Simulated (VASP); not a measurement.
# Ca4AlO (F-43m) in VASP: a series of runs

The runs below take Ca4AlO through single point, relaxation of cell and atoms, with PBE.

Everything below comes from runs of VASP 6.6.1. Logs are shortened: lines on timing, memory, paths and dates and some standing lists are left out, and cuts for length are marked.

**1. The cell of the first run**

It takes space group F-43m (No. 216, cubic). Conventional cell: a = 9.085 Å, b = 9.085 Å, c = 9.085 Å, α = 90.00°, β = 90.00°, γ = 90.00°. Ca (site symmetry 3m) has 6 Ca at 3.20 to 3.22 Å and 3 Al at 3.77 Å and 3 O at 3.77 Å within 4.2 Å. Within 4.9 Å of Al (site symmetry -43m) lie 12 Ca at 3.77 Å and 4 O at 3.93 Å. O (site symmetry -43m) has 12 Ca at 3.77 Å and 4 Al at 3.93 Å within 4.9 Å.

The cell was built from a structure type or drawn by symmetry, and may not be a known phase.

**2. Single point, PBE**

File INCAR:

```
SYSTEM = Ca4AlO
PREC = Accurate ; ENCUT = 520
EDIFF = 1E-6 ; ISMEAR = 0
SIGMA = 0.1 ; LREAL = .FALSE.
LASPH = .TRUE. ; NELM = 80
ALGO = Normal ; ISIF = 2
LWAVE = .FALSE. ; LCHARG = .FALSE.
GGA = PE ; NBANDS = 34
```

File KPOINTS:

```
regular mesh
0
G
  8 8 8
  0 0 0
```

File POSCAR:

```
Ca4AlO
1.0
    0.0000000000      4.5422778193      4.5422778193
    4.5422778193      0.0000000000      4.5422778193
    4.5422778193      4.5422778193      0.0000000000
Ca Al O
4 1 1
Direct
    0.3746016004      0.8761951987      0.3746016004
    0.3746016004      0.3746016004      0.3746016004
    0.8761951987      0.3746016004      0.3746016004
    0.3746016004      0.3746016004      0.8761951987
    0.0000000000      0.0000000000      0.0000000000
    0.7500000000      0.7500000000      0.7500000000
```

Potentials or basis: VASP PAW PBE potentials, release 64 (Ca_sv, Al, O).

Launch:

```
$ cat potpaw_PBE.64/Ca_sv/POTCAR potpaw_PBE.64/Al/POTCAR potpaw_PBE.64/O/POTCAR > POTCAR
$ mpirun -np 1 vasp_std > vasp.out
```

OUTCAR:

```text
SYSTEM = Ca4AlO
   PREC = Accurate
   ENCUT = 520
   EDIFF = 1E-6
   ISMEAR = 0
   LREAL = .FALSE.
   LASPH = .TRUE.
   NELM = 80
   ISIF = 2
   GGA = PE

 ion  position               nearest neighbor table
   1  0.375  0.876  0.375-
   2  0.375  0.375  0.375-
   3  0.876  0.375  0.375-
   4  0.375  0.375  0.876-
   5  0.000  0.000  0.000-
   6  0.750  0.750  0.750-

  LATTYP: Found a face centered cubic cell.
 ALAT       =     9.0845556386

  Lattice vectors:

 A1 = (   0.0000000000,   4.5422778193,   4.5422778193)
 A2 = (   4.5422778193,   0.0000000000,   4.5422778193)
 A3 = (   4.5422778193,   4.5422778193,   0.0000000000)

Analysis of symmetry for initial positions (statically):
=====================================================================
 Subroutine PRICEL returns:
 Original cell was already a primitive cell.

 Routine SETGRP: Setting up the symmetry group for a
 face centered cubic supercell.

 Subroutine GETGRP returns: Found 24 space group operations
 (whereof 24 operations were pure point group operations)
 out of a pool of 48 trial point group operations.

The static configuration has the point symmetry T_d .

Analysis of symmetry for dynamics (positions and initial velocities):
=====================================================================
 Subroutine PRICEL returns:
 Original cell was already a primitive cell.

 Routine SETGRP: Setting up the symmetry group for a
 face centered cubic supercell.

 Subroutine GETGRP returns: Found 24 space group operations
 (whereof 24 operations were pure point group operations)
 out of a pool of 48 trial point group operations.

The dynamic configuration has the point symmetry T_d .

 Subroutine INISYM returns: Found 24 space group operations
 (whereof 24 operations are pure point group operations),
 and found     1 'primitive' translations

----------------------------------------------------------------------------------------

                                     Primitive cell

  volume of cell :     187.4352

  direct lattice vectors                    reciprocal lattice vectors
     0.000000000  4.542277819  4.542277819    -0.110076931  0.110076931  0.110076931
     4.542277819  0.000000000  4.542277819     0.110076931 -0.110076931  0.110076931
     4.542277819  4.542277819  0.000000000     0.110076931  0.110076931 -0.110076931

  length of vectors
     6.423750896  6.423750896  6.423750896     0.190658836  0.190658836  0.190658836

  position of ions in fractional coordinates (direct lattice)
     0.374601600  0.876195199  0.374601600
     0.374601600  0.374601600  0.374601600
     0.876195199  0.374601600  0.374601600
     0.374601600  0.374601600  0.876195199
     0.000000000  0.000000000  0.000000000
     0.750000000  0.750000000  0.750000000

  ion indices of the primitive-cell ions
   primitive index   ion index
                 1           1
                 2           2
                 3           3
                 4           4
                 5           5
                 6           6

----------------------------------------------------------------------------------------

 KPOINTS: regular mesh

Automatic generation of k-mesh.
 Grid dimensions read from file:
 generate k-points for:    8    8    8

 Generating k-lattice:

  Cartesian coordinates                     Fractional coordinates (reciprocal lattice)
    -0.013759616  0.013759616  0.013759616     0.125000000  0.000000000  0.000000000
     0.013759616 -0.013759616  0.013759616     0.000000000  0.125000000  0.000000000
     0.013759616  0.013759616 -0.013759616     0.000000000  0.000000000  0.125000000

  Length of vectors
     0.023832355  0.023832355  0.023832355

  Shift w.r.t. Gamma in fractional coordinates (k-lattice)
     0.000000000  0.000000000  0.000000000

 Subroutine IBZKPT returns following result:
 ===========================================

 Found     29 irreducible k-points:

 Following reciprocal coordinates:
            Coordinates               Weight
  0.000000  0.000000  0.000000      1.000000
  0.125000  0.000000  0.000000      8.000000
  0.250000  0.000000  0.000000      8.000000
  0.375000  0.000000  0.000000      8.000000
  0.500000  0.000000  0.000000      4.000000
  0.125000  0.125000  0.000000      6.000000
[... 16 lines left out ...]
  0.500000  0.250000  0.125000     48.000000
 -0.375000  0.250000  0.125000     24.000000
 [... further k-points ...]
   k-points           NKPTS =     29   k-points in BZ     NKDIM =     29   number of bands    NBANDS=     34
   number of dos      NEDOS =    301   number of ions     NIONS =      6
   total plane-waves  NPLWV = 110592
   dimension x,y,z NGX =    48 NGY =   48 NGZ =   48
   dimension x,y,z NGXF=    96 NGYF=   96 NGZF=   96
   ions per type =               4   1   1
   NGX,Y,Z   is equivalent  to a cutoff of  12.42, 12.42, 12.42 a.u.
   NGXF,Y,Z  is equivalent  to a cutoff of  24.84, 24.84, 24.84 a.u.
 SYSTEM =  Ca4AlO
   PREC   = accura    normal or accurate (medium, high low for compatibility)
   ISTART =      0    job   : 0-new  1-cont  2-samecut
   ICHARG =      2    charge: 1-file 2-atom 10-const
   ISPIN  =      1    spin polarized calculation?
   LNONCOLLINEAR =      F non collinear calculations
   LSORBIT =      F    spin-orbit coupling
   LASPH  =      T    aspherical Exc in radial PAW
   ENCUT  =  520.0 eV  38.22 Ry    6.18 a.u.  11.94 11.94 11.94*2*pi/ulx,y,z
   NELM   =     80;   NELMIN=  2; NELMDL= -5     # of ELM steps
   EDIFF  = 0.1E-05   stopping-criterion for ELM
   LREAL  =      F    real-space projection
   EDIFFG = 0.1E-04   stopping-criterion for IOM
   NSW    =      0    number of steps for IOM
   IBRION =     -1    ionic relax: 0-MD 1-quasi-New 2-CG
   NFREE  =      0    steps in history (QN), initial steepest desc. (CG)
   ISIF   =      2    stress and relaxation
   ISYM   =      2    0-nonsym 1-usesym 2-fastsym
   POTIM  = 0.5000    time-step for ionic-motion
   TEBEG  =    0.0;   TEEND  =   0.0 temperature during run
   PSTRESS=    0.0 pullay stress
   NELECT =      49.0000    total number of electrons
   NUPDOWN=      -1.0000    fix difference up-down
   EMIN   =  10.00;   EMAX   =-10.00  energy-range for DOS
   EFERMI =   0.00;   METHOD = LEGACY
   ISMEAR =     0;   SIGMA  =   0.10  broadening in eV -4-tet -1-fermi 0-gaus
   EFERMI_NEDOS =   21; number of points for ismear=-14 and -15
   IALGO  =     38    algorithm
   IMIX   =      4    mixing-type and parameters
     AMIX     =   0.40;   BMIX     =  1.00
     AMIX_MAG =   1.60;   BMIX_MAG =  1.00
  volume/ion in A,a.u.               =      31.24       210.81
  Fermi-wavevector in a.u.,A,eV,Ry     =   1.046783  1.978132 14.908636  1.095754
  Thomas-Fermi vector in A             =   2.181635
   LORBIT       =      0    0 simple, 1 ext, 2 COOP (PROOUT), +10 PAW based schemes
   GGA     = PE    functional components
   LHFCALC =     F    Hartree Fock is set to
   AEXX    =    0.0000 exact exchange contribution
   IVDW    =     0    specifies the selected vdW correction
   LEPSILON=     F    determine dielectric tensor
   LRPA    =     F    only Hartree local field effects (RPA)
 non-spin polarized calculation
 Gauss-broadening in eV      SIGMA  =   0.10
  energy-cutoff  :      520.00
  volume of cell :      187.44
 maximum number of plane-waves:      5092
   NGX = 23   NGY = 23   NGZ = 23

 number of electron      49.0000012 magnetization

 Free energy of the ion-electron system (eV)
  ---------------------------------------------------
  ext. energy  EPLUGINS =         0.00000000
  ---------------------------------------------------
  free energy    TOTEN  =       -13.05379977 eV

  energy without entropy =      -13.01785827  energy(sigma->0) =      -13.03582902

 E-fermi :   1.9680     XC(G=0):  -8.1148

 val. band max:        1.9483376646   @ k =   0.5000   0.5000   0.0000
 cond. band min:       1.9774634128   @ k =   0.5000   0.0000   0.0000
 fundamental gap:      0.0291257482
 Fermi energy:         1.9680395106

 k-point     1 :       0.0000    0.0000    0.0000
  band No.  band energies     occupation
      1     -39.7550      2.00000
      2     -39.6492      2.00000
      3     -39.6492      2.00000
      4     -39.6492      2.00000
      5     -21.2467      2.00000
      6     -20.9067      2.00000
[... 26 lines left out ...]
     33       4.6839      0.00000
     34       4.6839      0.00000

 k-point     2 :       0.1250    0.0000    0.0000
  band No.  band energies     occupation
      1     -39.7520      2.00000
      2     -39.6522      2.00000
      3     -39.6492      2.00000
      4     -39.6492      2.00000
      5     -21.2288      2.00000
      6     -20.9020      2.00000
[... 26 lines left out ...]
     33       4.6076      0.00000
     34       4.6081      0.00000

 k-point     3 :       0.2500    0.0000    0.0000
  band No.  band energies     occupation
      1     -39.7441      2.00000
      2     -39.6604      2.00000
      3     -39.6492      2.00000
      4     -39.6492      2.00000
      5     -21.1827      2.00000
      6     -20.8842      2.00000
[... 26 lines left out ...]
     33       4.4554      0.00000
     34       4.4577      0.00000

 k-point     4 :       0.3750    0.0000    0.0000
  band No.  band energies     occupation
      1     -39.7341      2.00000
      2     -39.6706      2.00000
      3     -39.6492      2.00000
      4     -39.6492      2.00000
      5     -21.1328      2.00000
      6     -20.8657      2.00000
[... 26 lines left out ...]
     33       4.3382      0.00000
     34       4.3382      0.00000

 k-point     5 :       0.5000    0.0000    0.0000
  band No.  band energies     occupation
      1     -39.7288      2.00000
      2     -39.6759      2.00000
      3     -39.6492      2.00000
      4     -39.6492      2.00000
      5     -21.1116      2.00000
      6     -20.8610      2.00000
[... 621 lines left out ...]
 k-point    22 :       0.3750    0.2500    0.1250
  band No.  band energies     occupation
      1     -39.7369      2.00000
      2     -39.6677      2.00000
      3     -39.6492      2.00000
      4     -39.6492      2.00000
      5     -21.1396      2.00000
      6     -20.8991      2.00000
[... 26 lines left out ...]
     33       4.4180      0.00000
     34       4.4715      0.00000

 k-point    23 :       0.5000    0.2500    0.1250
  band No.  band energies     occupation
      1     -39.7268      2.00000
      2     -39.6779      2.00000
      3     -39.6493      2.00000
      4     -39.6492      2.00000
      5     -21.0871      2.00000
      6     -20.8850      2.00000
[... 26 lines left out ...]
     33       4.3081      0.00000
     34       4.4738      0.00000

 k-point    24 :      -0.3750    0.2500    0.1250
  band No.  band energies     occupation
      1     -39.7211      2.00000
      2     -39.6837      2.00000
      3     -39.6493      2.00000
      4     -39.6492      2.00000
      5     -21.0623      2.00000
      6     -20.8717      2.00000
[... 26 lines left out ...]
     33       4.3294      0.00000
     34       4.4059      0.00000

 [... further k-points ...]
[... 5 lines left out ...]
  --------------------------------------------------------------------------------------
  -------------------------------------------------------------------------------------
  Total        0.0244785      0.0244785      0.0244785     -0.0000000      0.0000000     -0.0000000
  in kB        0.2092397      0.2092397      0.2092397     -0.0000000      0.0000000     -0.0000000
  external PRESSURE =       0.2092397 kB  Pullay stress =       0.0000000 kB

 VOLUME and BASIS-vectors are now :
 -----------------------------------------------------------------------------
  energy-cutoff  :      520.00
  volume of cell :      187.44
      direct lattice vectors                 reciprocal lattice vectors
     0.000000000  4.542277819  4.542277819    -0.110076931  0.110076931  0.110076931
     4.542277819  0.000000000  4.542277819     0.110076931 -0.110076931  0.110076931
     4.542277819  4.542277819  0.000000000     0.110076931  0.110076931 -0.110076931

 POSITION                                       TOTAL-FORCE (eV/Angst)
 -----------------------------------------------------------------------------------
      5.68147      3.40309      5.68147         0.000059     -0.000059      0.000059
      3.40309      3.40309      3.40309        -0.000059     -0.000059     -0.000059
      3.40309      5.68147      5.68147        -0.000059      0.000059      0.000059
      5.68147      5.68147      3.40309         0.000059      0.000059     -0.000059
      0.00000      0.00000      0.00000         0.000000      0.000000      0.000000
      6.81342      6.81342      6.81342         0.000000      0.000000      0.000000
 -----------------------------------------------------------------------------------
    total drift:                                0.000001      0.000001      0.000001

  FREE ENERGIE OF THE ION-ELECTRON SYSTEM (eV)
  ---------------------------------------------------
  free  energy   TOTEN  =       -13.0537997665 eV

  energy  without entropy=      -13.0178582732  energy(sigma->0) =      -13.03582902
```

Wall time 5.5 min (1 thread of Oxide Virtual Turin-like, shared host); peak memory 0.37 GiB.

What came out:

```
Free energy            : -13.0538 eV
Pressure               : 0.0 GPa
Band gap on the k mesh : zero (an odd number of electrons rules out a gap without spin polarisation)
```

Caveat: an odd number of electrons without spin polarisation forces a metal; a magnetic or distorted state may lie lower.

**3. Single point, PBE, collinear spin, ferromagnetic start**

This run uses another cell than the first one, of 20.81 Å³/atom.

File INCAR:

```
  ALGO = Normal
  EDIFF = 1E-7
  ENCUT = 520
  GGA = PE
  ISIF = 2
  ISMEAR = 0
  ISPIN = 2
  LASPH = T
  LCHARG = F
  LORBIT = 11
  LREAL = F
  LWAVE = F
  MAGMOM = 0 0 0 0 0 1
  NBANDS = 38
  NELM = 150
  PREC = Accurate
  SIGMA = 0.1
```

File KPOINTS:

```
k-points
0
Gamma
  4 4 4
```

File POSCAR:

```
Ca4AlO
1.0
    0.0000000000      3.9668003000      3.9668003000
    3.9668003000      0.0000000000      3.9668003000
    3.9668003000      3.9668003000      0.0000000000
Ca Al O
4 1 1
Direct
    0.6338570700      0.6338570700      0.6338570700
    0.6338570700      0.6338570700      0.0984287800
    0.6338570700      0.0984287800      0.6338570700
    0.0984287800      0.6338570700      0.6338570700
    0.0000000000      0.0000000000      0.0000000000
    0.2500000000      0.2500000000      0.2500000000
```

Potentials or basis: VASP PAW PBE potentials, release 64 (Ca_sv, Al, O).

Launch:

```
$ cat potpaw_PBE.64/Ca_sv/POTCAR potpaw_PBE.64/Al/POTCAR potpaw_PBE.64/O/POTCAR > POTCAR
$ mpirun -np 1 vasp_std > vasp.out
```

It took 2 min on 1 thread of Oxide Virtual Turin-like, shared host; peak memory 0.3 GiB.

It converged, with:

| Item | Value |
| --- | --- |
| Free energy | -10.4601 eV |
| Pressure | 12.9 GPa |
| Largest force | 3.090 eV/Å |
| Net moment | 0.78 μB per cell |
| Site moments | Ca +0.05; Al +0.05; O +0.11 μB |
| Valence electrons inside the program's atomic spheres | Ca 8.44; Al 0.80; O 4.73 |

Forces on the atoms (eV/Å):
```
Ca  -1.784 -1.784 -1.784
Ca   1.784  1.784 -1.784
Ca   1.784 -1.784  1.784
Ca  -1.784  1.784  1.784
Al   0.000  0.000  0.000
O    0.000  0.000  0.000
```

Levels at points of the mesh, in eV from the Fermi level:
Spin up:
| k point | band 22 | band 23 | band 24 | band 25 | band 26 | band 27 | band 28 | band 29 |
| --- | --- | --- | --- | --- | --- | --- | --- | --- |
| (0.00, 0.00, 0.00) | -2.22 | -0.33 | -0.33 | -0.33 | 0.17 | 0.17 | 0.17 | 1.59 |
| (0.50, 0.00, 0.00) | -1.03 | -0.33 | -0.33 | -0.28 | 0.54 | 1.03 | 1.03 | 2.15 |
| (0.50, 0.50, 0.00) | -1.33 | -0.22 | -0.22 | -0.12 | 0.31 | 1.70 | 1.86 | 2.08 |
Spin down:
```
           k point  band 21  band 22  band 23  band 24  band 25  band 26  band 27  band 28
(0.00, 0.00, 0.00)    -2.25    -2.16    -0.06    -0.06    -0.06     0.23     0.23     0.23
(0.50, 0.00, 0.00)    -2.05    -0.94    -0.11    -0.06    -0.06     0.65     1.08     1.08
(0.50, 0.50, 0.00)    -1.64    -1.13    -0.08     0.05     0.05     0.43     1.75     1.90
```

Caveat: the cell stands under pressure; forces of over 1 eV/Å act on the atoms, so gaps and moduli don't describe the material at rest.

**4. Single point, PBE, collinear spin, ferromagnetic start**

This run uses another cell than the first one, of 30.48 Å³/atom.

File INCAR:

```
SYSTEM = Ca4AlO
PREC = Accurate
ENCUT = 520
EDIFF = 1E-6
ISMEAR = 0
SIGMA = 0.1
LREAL = .False.
LASPH = .True.
NELM = 150
ALGO = Normal
ISIF = 2
LWAVE = .False.
LCHARG = .True.
ISPIN = 2
MAGMOM = 0 0 0 0 0 1
LORBIT = 11
GGA = PE
LELF = .True.
LVHAR = .True.
NBANDS = 38
```

File KPOINTS:

```
regular mesh
0
Gamma
  4 4 4
  0 0 0
```

File POSCAR:

```
Ca4AlO
1.0
    0.0000000000      4.5053545144      4.5053545144
    4.5053545144      0.0000000000      4.5053545144
    4.5053545144      4.5053545144      0.0000000000
Ca Al O
4 1 1
Direct
    0.3746198107      0.8761405678      0.3746198107
    0.3746198107      0.3746198107      0.3746198107
    0.8761405678      0.3746198107      0.3746198107
    0.3746198107      0.3746198107      0.8761405678
    0.0000000000      0.0000000000      0.0000000000
    0.7500000000      0.7500000000      0.7500000000
```

Launch:

```
$ cat potpaw_PBE.64/Ca_sv/POTCAR potpaw_PBE.64/Al/POTCAR potpaw_PBE.64/O/POTCAR > POTCAR
$ mpirun -np 1 vasp_std > vasp.out
```

Run time: 4.7 min. Hardware: 1 thread of Oxide Virtual Turin-like, shared host; peak memory 0.41 GiB.

It converged, with:

| Property | Result |
| --- | --- |
| Free energy | -13.0041 eV |
| Pressure | 0.4 GPa |
| Net moment | 0.00 μB per cell |
| Valence electrons inside the program's atomic spheres | Ca 8.20; Al 0.72; O 4.70 |

Forces on the atoms (eV/Å):
```
Ca   0.002 -0.002  0.002
Ca  -0.002 -0.002 -0.002
Ca  -0.002  0.002  0.002
Ca   0.002  0.002 -0.002
Al   0.000  0.000  0.000
O    0.000  0.000  0.000
```

Levels at points of the mesh, in eV from the Fermi level:
Spin up:
```
           k point  band 23  band 24  band 25  band 26  band 27  band 28
(0.00, 0.00, 0.00)    -0.05    -0.05    -0.05     0.27     0.27     0.27
(0.50, 0.00, 0.00)    -0.17    -0.17     0.04     0.28     1.00     1.00
(0.50, 0.50, 0.00)    -0.43     0.00     0.00     0.46     1.37     1.61
```
Spin down:
| k point | band 21 | band 22 | band 23 | band 24 | band 25 | band 26 | band 27 | band 28 | band 29 | band 30 |
| --- | --- | --- | --- | --- | --- | --- | --- | --- | --- | --- |
| (0.00, 0.00, 0.00) | -1.29 | -1.29 | -0.05 | -0.05 | -0.05 | 0.27 | 0.27 | 0.27 | 1.64 | 1.67 |
| (0.50, 0.00, 0.00) | -1.26 | -0.80 | -0.17 | -0.17 | 0.04 | 0.28 | 1.00 | 1.00 | 1.02 | 2.13 |
| (0.50, 0.50, 0.00) | -1.52 | -1.46 | -0.43 | 0.00 | 0.00 | 0.46 | 1.37 | 1.61 | 1.61 | 1.62 |

(Part 1 of 2 ends here.)
